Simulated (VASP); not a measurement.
# BN (Fmm2) in VASP: a series of runs

The runs below take BN through single point, with r2SCAN.

All numbers are computed with VASP 6.6.1; they aren't measurements. Logs are shortened: lines on timing, memory, paths and dates and some standing lists are left out, and cuts for length are marked.

### Step 1. The cell of the first run

It takes space group Fmm2 (No. 42, orthorhombic). The conventional cell has a = 2.499 Å, b = 6.567 Å, c = 4.321 Å, α = 90.00°, β = 90.00°, γ = 90.00°. B (site symmetry mm2) has 3 N at 1.44 Å within 1.9 Å. Within 1.9 Å of N (site symmetry mm2) lie 3 B at 1.44 Å.

### Step 2. Single point, r2SCAN (8.86 Å³/atom)

The input, POSCAR:

```
BN
1.0
    0.0000000000      3.2834478770      2.1604789440
    1.2492927443      0.0000000000      2.1604789440
    1.2492927443      3.2834478770      0.0000000000
B N
1 1
Direct
    0.0001063041      0.0001063041      0.9998936959
    0.6665936859      0.6665936859      0.3334063141
```

The input, INCAR.step1:

```
SYSTEM = BN
  PREC = Accurate
  ENCUT = 520
  ISMEAR = 0
  SIGMA = 0.02
  LREAL = .FALSE.
  LASPH = .TRUE.
  NELM = 60
  NBANDS = 11
  GGA = PE
  ALGO = Normal
  EDIFF = 1E-4
  LWAVE = .TRUE.
  LCHARG = .FALSE.
```

The input, INCAR.step2:

```
SYSTEM = BN
  PREC = Accurate
  ENCUT = 520
  EDIFF = 1E-6
  ISMEAR = 0
  SIGMA = 0.02
  LREAL = .FALSE.
  LASPH = .TRUE.
  NELM = 60
  ALGO = Normal
  ISIF = 2
  LWAVE = .FALSE.
  LCHARG = .FALSE.
  METAGGA = R2SCAN
  LMIXTAU = .TRUE.
  NBANDS = 11
  ISTART = 1
```

The input, KPOINTS:

```
regular mesh
0
G
  12 12 12
  0 0 0
```

Potentials or basis: VASP PAW PBE potentials, release 64 (B, N).

Launch:

```
cat potpaw_PBE.64/B/POTCAR potpaw_PBE.64/N/POTCAR > POTCAR
cp INCAR.step1 INCAR
mpirun -np 1 vasp_std > vasp.out
cp INCAR.step2 INCAR
mpirun -np 1 vasp_std > vasp.out
```

OUTCAR:

```text
SYSTEM = BN
   PREC = Accurate
   ENCUT = 520
   EDIFF = 1E-6
   ISMEAR = 0
   LREAL = .FALSE.
   LASPH = .TRUE.
   NELM = 60
   ISIF = 2
   METAGGA = R2SCAN
   ISTART = 1

 ion  position               nearest neighbor table
   1  0.000  0.000  1.000-   2 1.44   2 1.44   2 1.44
   2  0.667  0.667  0.333-   1 1.44   1 1.44   1 1.44

  LATTYP: Found a face centered orthorhombic cell.
 ALAT       =     2.4985854886
 B/A-ratio  =     1.7293616359
 C/A-ratio  =     2.6282453748

  Lattice vectors:

 A1 = (   0.0000000000,   3.2834478770,   2.1604789440)
 A2 = (  -1.2492927443,   3.2834478770,   0.0000000000)
 A3 = (  -1.2492927443,   0.0000000000,   2.1604789440)

Analysis of symmetry for initial positions (statically):
=====================================================================
 Subroutine PRICEL returns:
 Original cell was already a primitive cell.

 Routine SETGRP: Setting up the symmetry group for a
 face centered orthorhombic supercell.

 Subroutine GETGRP returns: Found  4 space group operations
 (whereof  4 operations were pure point group operations)
 out of a pool of  8 trial point group operations.

The static configuration has the point symmetry C_2v.

Analysis of symmetry for dynamics (positions and initial velocities):
=====================================================================
 Subroutine PRICEL returns:
 Original cell was already a primitive cell.

 Routine SETGRP: Setting up the symmetry group for a
 face centered orthorhombic supercell.

 Subroutine GETGRP returns: Found  4 space group operations
 (whereof  4 operations were pure point group operations)
 out of a pool of  8 trial point group operations.

The dynamic configuration has the point symmetry C_2v.

 Subroutine INISYM returns: Found  4 space group operations
 (whereof  4 operations are pure point group operations),
 and found     1 'primitive' translations

----------------------------------------------------------------------------------------

                                     Primitive cell

  volume of cell :      17.7245

  direct lattice vectors                    reciprocal lattice vectors
     0.000000000  3.283447877  2.160478944    -0.400226450  0.152278951  0.231430166
     1.249292744  0.000000000  2.160478944     0.400226450 -0.152278951  0.231430166
     1.249292744  3.283447877  0.000000000     0.400226450  0.152278951 -0.231430166

  length of vectors
     3.930483333  2.495676587  3.513084446     0.486754571  0.486754571  0.486754571

  position of ions in fractional coordinates (direct lattice)
     0.000106304  0.000106304  0.999893696
     0.666593686  0.666593686  0.333406314

  ion indices of the primitive-cell ions
   primitive index   ion index
                 1           1
                 2           2

----------------------------------------------------------------------------------------

 KPOINTS: regular mesh

Automatic generation of k-mesh.
 Grid dimensions read from file:
 generate k-points for:   12   12   12

 Generating k-lattice:

  Cartesian coordinates                     Fractional coordinates (reciprocal lattice)
    -0.033352204  0.012689913  0.019285847     0.083333333  0.000000000 -0.000000000
     0.033352204 -0.012689913  0.019285847     0.000000000  0.083333333  0.000000000
     0.033352204  0.012689913 -0.019285847    -0.000000000  0.000000000  0.083333333

  Length of vectors
     0.040562881  0.040562881  0.040562881

  Shift w.r.t. Gamma in fractional coordinates (k-lattice)
     0.000000000  0.000000000  0.000000000

 Subroutine IBZKPT returns following result:
 ===========================================

 Found    280 irreducible k-points:

 Following reciprocal coordinates:
            Coordinates               Weight
  0.000000  0.000000  0.000000      1.000000
  0.083333  0.000000 -0.000000      8.000000
  0.166667  0.000000 -0.000000      8.000000
  0.250000  0.000000  0.000000      8.000000
  0.333333  0.000000  0.000000      8.000000
  0.416667  0.000000  0.000000      8.000000
[... 16 lines left out ...]
  0.500000  0.166667  0.000000      8.000000
 -0.416667  0.166667  0.000000      8.000000
 [... further k-points ...]
   k-points           NKPTS =    280   k-points in BZ     NKDIM =    280   number of bands    NBANDS=     11
   number of dos      NEDOS =    301   number of ions     NIONS =      2
   total plane-waves  NPLWV =  16800
   dimension x,y,z NGX =    30 NGY =   20 NGZ =   28
   dimension x,y,z NGXF=    60 NGYF=   40 NGZF=   56
   ions per type =               1   1
   NGX,Y,Z   is equivalent  to a cutoff of  12.69, 13.32, 13.25 a.u.
   NGXF,Y,Z  is equivalent  to a cutoff of  25.38, 26.65, 26.50 a.u.
 SYSTEM =  BN
   PREC   = accura    normal or accurate (medium, high low for compatibility)
   ISTART =      1    job   : 0-new  1-cont  2-samecut
   ICHARG =      0    charge: 1-file 2-atom 10-const
   ISPIN  =      1    spin polarized calculation?
   LNONCOLLINEAR =      F non collinear calculations
   LSORBIT =      F    spin-orbit coupling
   LASPH  =      T    aspherical Exc in radial PAW
   ENCUT  =  520.0 eV  38.22 Ry    6.18 a.u.   7.31  4.64  6.53*2*pi/ulx,y,z
   NELM   =     60;   NELMIN=  2; NELMDL=  0     # of ELM steps
   EDIFF  = 0.1E-05   stopping-criterion for ELM
   LREAL  =      F    real-space projection
   EDIFFG = 0.1E-04   stopping-criterion for IOM
   NSW    =      0    number of steps for IOM
   IBRION =     -1    ionic relax: 0-MD 1-quasi-New 2-CG
   NFREE  =      0    steps in history (QN), initial steepest desc. (CG)
   ISIF   =      2    stress and relaxation
   ISYM   =      2    0-nonsym 1-usesym 2-fastsym
   POTIM  = 0.5000    time-step for ionic-motion
   TEBEG  =    0.0;   TEEND  =   0.0 temperature during run
   PSTRESS=    0.0 pullay stress
   NELECT =       8.0000    total number of electrons
   NUPDOWN=      -1.0000    fix difference up-down
   EMIN   =  10.00;   EMAX   =-10.00  energy-range for DOS
   EFERMI =   0.00;   METHOD = LEGACY
   ISMEAR =     0;   SIGMA  =   0.02  broadening in eV -4-tet -1-fermi 0-gaus
   EFERMI_NEDOS =   21; number of points for ismear=-14 and -15
   IALGO  =     38    algorithm
   IMIX   =      4    mixing-type and parameters
     AMIX     =   0.40;   BMIX     =  1.00
     AMIX_MAG =   1.60;   BMIX_MAG =  1.00
  volume/ion in A,a.u.               =       8.86        59.81
  Fermi-wavevector in a.u.,A,eV,Ry     =   1.255779  2.373079 21.456143  1.576982
  Thomas-Fermi vector in A             =   2.389519
   LORBIT       =      0    0 simple, 1 ext, 2 COOP (PROOUT), +10 PAW based schemes
   METAGGA = R2SCAN    functional components
   LHFCALC =     F    Hartree Fock is set to
   AEXX    =    0.0000 exact exchange contribution
   IVDW    =     0    specifies the selected vdW correction
   LEPSILON=     F    determine dielectric tensor
   LRPA    =     F    only Hartree local field effects (RPA)
 non-spin polarized calculation
 Gauss-broadening in eV      SIGMA  =   0.02
  energy-cutoff  :      520.00
  volume of cell :       17.72
 maximum number of plane-waves:       501
 NGX is ok and might be reduce to    30
   NGX = 15   NGY =  9   NGZ = 13

 number of electron       8.0000000 magnetization

 Free energy of the ion-electron system (eV)
  ---------------------------------------------------
  ext. energy  EPLUGINS =         0.00000000
  ---------------------------------------------------
  free energy    TOTEN  =       -19.28979793 eV

  energy without entropy =      -19.28979793  energy(sigma->0) =      -19.28979793

 E-fermi :   2.4096     XC(G=0): -10.8351

 val. band max:        2.3067035179   @ k =   0.4167  -0.4167   0.0833
 cond. band min:       6.3784351382   @ k =   0.0000   0.5000   0.5000
 fundamental gap:      4.0717316203
 Fermi energy:         2.4095974903

 k-point     1 :       0.0000    0.0000    0.0000
  band No.  band energies     occupation
      1     -16.7189      2.00000
      2      -2.0367      2.00000
      3       0.8189      2.00000
      4       0.8266      2.00000
      5       7.8489      0.00000
      6      14.5519      0.00000
      7      14.6652      0.00000
      8      16.7363      0.00000
      9      18.0256      0.00000
     10      29.5533      0.00000
     11      31.7185      0.00000

 k-point     2 :       0.0833    0.0000   -0.0000
  band No.  band energies     occupation
      1     -16.5713      2.00000
      2      -1.9128      2.00000
      3       0.2313      2.00000
      4       0.5497      2.00000
      5       8.1922      0.00000
      6      14.5652      0.00000
      7      15.2135      0.00000
      8      16.1593      0.00000
      9      18.5078      0.00000
     10      29.0153      0.00000
     11      29.9612      0.00000

 k-point     3 :       0.1667    0.0000   -0.0000
  band No.  band energies     occupation
      1     -16.1378      2.00000
      2      -1.5622      2.00000
      3      -1.2310      2.00000
      4      -0.1114      2.00000
      5       9.0868      0.00000
      6      14.4068      0.00000
      7      14.6719      0.00000
      8      16.9226      0.00000
      9      19.6952      0.00000
     10      26.0347      0.00000
     11      29.8484      0.00000
[... 267 lines left out ...]
 k-point    23 :       0.5000    0.1667    0.0000
  band No.  band energies     occupation
      1     -13.4808      2.00000
      2      -6.2623      2.00000
      3      -3.3799      2.00000
      4       1.3370      2.00000
      5       8.2767      0.00000
      6      14.0525      0.00000
      7      16.3340      0.00000
      8      18.7406      0.00000
      9      21.5977      0.00000
     10      25.3073      0.00000
     11      26.7972      0.00000

 k-point    24 :      -0.4167    0.1667    0.0000
  band No.  band energies     occupation
      1     -13.1095      2.00000
      2      -6.7902      2.00000
      3      -3.5543      2.00000
      4       1.5940      2.00000
      5       7.6298      0.00000
      6      14.6066      0.00000
      7      16.7019      0.00000
      8      18.8089      0.00000
      9      22.3205      0.00000
     10      24.5441      0.00000
     11      26.6340      0.00000

 [... further k-points ...]

------------------------ aborting loop because EDIFF is reached ----------------------------------------

  FORCE on cell =-STRESS in cart. coord.  units (eV):
  Direction    XX          YY          ZZ          XY          YZ          ZX
  --------------------------------------------------------------------------------------
  -------------------------------------------------------------------------------------
  Total        0.2744422      0.1594834      0.2699238      0.0000000      0.0000000      0.0000000
  in kB       24.8077383     14.4162314     24.3993037      0.0000000      0.0000000      0.0000000
  external PRESSURE =      21.2077578 kB  Pullay stress =       0.0000000 kB

 VOLUME and BASIS-vectors are now :
 -----------------------------------------------------------------------------
  energy-cutoff  :      520.00
  volume of cell :       17.72
      direct lattice vectors                 reciprocal lattice vectors
     0.000000000  3.283447877  2.160478944    -0.400226450  0.152278951  0.231430166
     1.249292744  0.000000000  2.160478944     0.400226450 -0.152278951  0.231430166
     1.249292744  3.283447877  0.000000000     0.400226450  0.152278951 -0.231430166

 POSITION                                       TOTAL-FORCE (eV/Angst)
 -----------------------------------------------------------------------------------
      1.24929      3.28345      0.00046         0.000000      0.000000      0.004216
      1.24929      3.28345      2.88032         0.000000      0.000000     -0.004216
 -----------------------------------------------------------------------------------
    total drift:                                0.000014     -0.000005     -0.000053

  FREE ENERGIE OF THE ION-ELECTRON SYSTEM (eV)
  ---------------------------------------------------
  free  energy   TOTEN  =       -19.2897979336 eV

  energy  without entropy=      -19.2897979336  energy(sigma->0) =      -19.28979793
```

Wall time 6.7 min (1 thread of Intel Xeon Platinum 8259CL at 2.50GHz (Skylake/Cascade Lake), shared host); peak memory 0.18 GiB.

What came out:

```
Free energy            : -19.2898 eV
Pressure               : 2.1 GPa
Largest force          : 0.004 eV/Å
Band gap on the k mesh : 4.07 eV (least direct gap 5.22 eV)
```

Forces in eV/Å, atoms in the order of the input:
```
B    0.000  0.000  0.004
N    0.000  0.000 -0.004
```

Stress tensor (GPa, compression positive):
```
2.48 0.00 0.00
0.00 1.44 0.00
0.00 0.00 2.44
```

Levels at points of the mesh, in eV from the valence-band top:
| k point | band 1 | band 2 | band 3 | band 4 | band 5 | band 6 | band 7 | band 8 |
| --- | --- | --- | --- | --- | --- | --- | --- | --- |
| (0.00, 0.00, 0.00) | -19.03 | -4.34 | -1.49 | -1.48 | 5.54 | 12.25 | 12.36 | 14.43 |
| (0.50, 0.00, 0.00) | -15.67 | -9.44 | -4.43 | -1.09 | 5.16 | 10.59 | 14.43 | 17.28 |
| (0.50, 0.50, 0.00) | -15.74 | -9.58 | -4.42 | -0.35 | 6.84 | 10.12 | 13.03 | 14.85 |
| (0.50, 0.00, 0.50) | -18.71 | -6.63 | -1.53 | -1.47 | 11.04 | 12.17 | 12.29 | 13.22 |
| (0.00, 0.50, 0.50) | -15.56 | -9.28 | -4.49 | -1.74 | 4.07 | 10.56 | 15.90 | 20.48 |

Caveat: the PAW data sets were made with another functional, which shifts forces and pressure a little. A k mesh can miss the band edges.

### Step 3. Single point, r2SCAN (9.15 Å³/atom)

This run uses another cell than the first one, of 9.15 Å³/atom.

The input, POSCAR:

```
BN
1.0
    0.0000000000      3.3820637705      2.1628519173
    1.2502005476      0.0000000000      2.1628519173
    1.2502005476      3.3820637705      0.0000000000
B N
1 1
Direct
    0.0000854255      0.0000854255      0.9999145745
    0.6666145645      0.6666145645      0.3333854355
```

The input, INCAR.step1:

```
SYSTEM = BN
PREC = Accurate ; ENCUT = 520
ISMEAR = 0 ; SIGMA = 0.02
LREAL = .False. ; LASPH = .True.
NELM = 80 ; NBANDS = 11
GGA = PE ; ALGO = Normal
EDIFF = 1E-4 ; LWAVE = .True.
LCHARG = .False.
```

The input, INCAR.step2:

```
SYSTEM = BN
PREC = Accurate ; ENCUT = 520
EDIFF = 1E-7 ; ISMEAR = 0
SIGMA = 0.02 ; LREAL = .False.
LASPH = .True. ; NELM = 80
ALGO = Normal ; ISIF = 2
LWAVE = .False. ; LCHARG = .False.
METAGGA = R2SCAN ; LMIXTAU = .True.
NBANDS = 11 ; ISTART = 1
```

The input, KPOINTS:

```
regular mesh
0
Gamma
  12 12 12
  0 0 0
```

Potentials or basis: VASP PAW PBE potentials, release 64 (B, N).

Launch:

```
cat potpaw_PBE.64/B/POTCAR potpaw_PBE.64/N/POTCAR > POTCAR
cp INCAR.step1 INCAR
mpirun -np 1 vasp_std > vasp.out
cp INCAR.step2 INCAR
mpirun -np 1 vasp_std > vasp.out
```

Wall time 8 min (1 thread of Intel Xeon Platinum 8259CL at 2.50GHz (Skylake/Cascade Lake), shared host); peak memory 0.18 GiB.

It converged, with:

```
Free energy            : -19.2941 eV
Pressure               : 1.1 GPa
Largest force          : 0.003 eV/Å
Band gap on the k mesh : 4.22 eV (least direct gap 5.23 eV)
```

Forces in eV/Å, atoms in the order of the input:
```
B    0.000  0.000  0.003
N    0.000  0.000 -0.003
```

Stress tensor (GPa, compression positive):
```
1.42 0.00 0.00
0.00 0.41 0.00
0.00 0.00 1.39
```

Levels at points of the mesh, in eV from the valence-band top:
| k point | band 1 | band 2 | band 3 | band 4 | band 5 | band 6 | band 7 | band 8 |
| --- | --- | --- | --- | --- | --- | --- | --- | --- |
| (0.00, 0.00, 0.00) | -18.94 | -4.46 | -1.46 | -1.45 | 5.37 | 12.27 | 12.36 | 14.36 |
| (0.50, 0.00, 0.00) | -15.62 | -9.39 | -4.39 | -1.04 | 5.20 | 10.57 | 14.24 | 16.86 |
| (0.50, 0.50, 0.00) | -15.68 | -9.50 | -4.38 | -0.42 | 6.69 | 10.10 | 12.92 | 14.62 |
| (0.50, 0.00, 0.50) | -18.69 | -6.45 | -1.49 | -1.44 | 10.68 | 12.21 | 12.30 | 13.00 |
| (0.00, 0.50, 0.50) | -15.54 | -9.26 | -4.44 | -1.60 | 4.22 | 10.60 | 15.64 | 20.13 |

Caveat: the PAW data sets were made with another functional, which shifts forces and pressure a little. A k mesh can miss the band edges.

### Step 4. Single point, r2SCAN

This run uses another cell than the first one, of 9.43 Å³/atom.

The input, POSCAR:

```
BN
1.0
    0.0000000000      3.4824269922      2.1644484092
    1.2507982634      0.0000000000      2.1644484092
    1.2507982634      3.4824269922      0.0000000000
B N
1 1
Direct
    0.0000732539      0.0000732539      0.9999267461
    0.6666267361      0.6666267361      0.3333732639
```

The input, INCAR.step1:

```
SYSTEM = BN
  PREC = Accurate
  ENCUT = 520
  ISMEAR = 0
  SIGMA = 0.02
  LREAL = .FALSE.
  LASPH = .TRUE.
  NELM = 100
  NBANDS = 11
  GGA = PE
  ALGO = Normal
  EDIFF = 1E-4
  LWAVE = .TRUE.
  LCHARG = .FALSE.
```

The input, INCAR.step2:

```
SYSTEM = BN
  PREC = Accurate
  ENCUT = 520
  EDIFF = 1E-7
  ISMEAR = 0
  SIGMA = 0.02
  LREAL = .FALSE.
  LASPH = .TRUE.
  NELM = 100
  ALGO = Normal
  ISIF = 2
  LWAVE = .FALSE.
  LCHARG = .TRUE.
  METAGGA = R2SCAN
  LMIXTAU = .TRUE.
  LELF = .TRUE.
  LVHAR = .TRUE.
  NBANDS = 11
  ISTART = 1
```

The input, KPOINTS:

```
regular mesh
0
G
  12 12 12
  0 0 0
```

Launch:

```
cat potpaw_PBE.64/B/POTCAR potpaw_PBE.64/N/POTCAR > POTCAR
cp INCAR.step1 INCAR
mpirun -np 1 vasp_std > vasp.out
cp INCAR.step2 INCAR
mpirun -np 1 vasp_std > vasp.out
```

It took 8 min on 1 thread of Intel Xeon Platinum 8259CL at 2.50GHz (Skylake/Cascade Lake), shared host; peak memory 0.18 GiB.

Results (log left out):

| Quantity | Value |
| --- | --- |
| Free energy | -19.2954 eV |
| Pressure | 0.4 GPa |
| Band gap on the k mesh | 4.34 eV (least direct gap 5.24 eV) |

Stress tensor (GPa, compression positive):
```
 0.75  0.00  0.00
 0.00 -0.28  0.00
 0.00  0.00  0.74
```

Levels at points of the mesh, in eV from the valence-band top:
```
           k point  band 2  band 3  band 4  band 5  band 6  band 7
(0.00, 0.00, 0.00)   -4.59   -1.45   -1.45    5.20   12.27   12.34
(0.50, 0.00, 0.00)   -9.37   -4.38   -1.03    5.23   10.54   14.05
(0.50, 0.50, 0.00)   -9.46   -4.37   -0.50    6.54   10.08   12.80
(0.50, 0.00, 0.50)   -6.31   -1.47   -1.44   10.29   12.22   12.30
(0.00, 0.50, 0.50)   -9.27   -4.42   -1.50    4.34   10.62   15.37
```

Caveat: the PAW data sets were made with another functional, which shifts forces and pressure a little. A k mesh can miss the band edges.

(Continued in part 2 of 2.)
